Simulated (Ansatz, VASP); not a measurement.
# Two plane-wave programs on Te2Mo

Contents of INCAR:

```
SYSTEM = Te2Mo
ALGO = Normal
DIPOL = 0.5 0.5 0.402
EDIFF = 1E-7
ENCUT = 520
GGA = PE
IDIPOL = 3
ISIF = 2
ISMEAR = 0
IVDW = 12
LASPH = .True.
LCHARG = .False.
LDIPOL = .True.
LREAL = .False.
LWAVE = .False.
NBANDS = 35
NELM = 60
PREC = Accurate
SIGMA = 0.05
```

Contents of KPOINTS:

```
k-points
0
Gamma
  9 9 1
  0 0 0
```

POSCAR

```
Te2Mo
1.0
    3.5038816881      0.0000000000      0.0000000000
   -1.7519408440      3.0344505538      0.0000000000
    0.0000000000      0.0000000000     24.7677198395
Te Mo
4 2
Direct
    0.3333333333      0.6666666667      0.1816881017
    0.3333333333      0.6666666667      0.3284056818
    0.5000000000      0.6666666667      0.4757749198
    0.5000000000      0.6666666667      0.6224924999
    0.6666666667      0.3333333333      0.2550468917
    0.8333333333      0.3333333333      0.5491337098
```

Input for Ansatz:

```yaml
crystal:
  lattice:
    - [3.5038816881, 0.0, 0.0]
    - [-1.751940844, 3.0344505538, 0.0]
    - [0.0, 0.0, 24.7677198395]
  atoms:
    - { symbol: Te, position: [0.3333333333, 0.6666666667, 0.1816881017] }
    - { symbol: Mo, position: [0.6666666667, 0.3333333333, 0.2550468917] }
    - { symbol: Te, position: [0.3333333333, 0.6666666667, 0.3284056818] }
    - { symbol: Te, position: [0.5, 0.6666666667, 0.4757749198] }
    - { symbol: Mo, position: [0.8333333333, 0.3333333333, 0.5491337098] }
    - { symbol: Te, position: [0.5, 0.6666666667, 0.6224924999] }
basis:
  ecutwfc: 420
kpoints:
  mp_grid: { grid: [9, 9, 1] }
hamiltonian:
  xc: pbe
  pseudopotentials: { kind: paw, azcp: { folder: soft_1 } }
  dispersion: d3bj
scf:
  occupations: { method: gaussian, width: 0.05 }
output:
  forces: true
  eigenvalues: true
efield:
  axis: 3
  dipole_correction: true
  ramp_width: 0.04
```

Alike in both runs: task single point; functional PBE; dispersion D3(BJ); k mesh 9 × 9 × 1; occupations gaussian, width 0.05 eV; no spin polarisation.

|  | VASP | Ansatz |
| --- | --- | --- |
| version | VASP 6.6.1 | Ansatz 0.2.0 |
| potentials or method | VASP PAW PBE potentials, release 64 (Te, Mo_sv), cutoff 520 eV | scalar-relativistic, plane waves, PAW |
| valence electrons in the cell | 52 | 92 |

VASP gave:

```
gap on the k mesh at the Fermi level (eV) : 1.08
least direct gap on the mesh (eV)         : 1.14
rms of the force components (eV/Å)        : 0.054
```

Estimate Ansatz's values.

gap on the k mesh at the Fermi level (eV): 1.08; least direct gap on the mesh (eV): 1.14; rms of the force components (eV/Å): 0.058.

VASP's potentials hold 52 valence electrons a cell and Ansatz's 92, so a difference there can come from the potentials and not from the codes.

Spin-orbit coupling is off throughout.
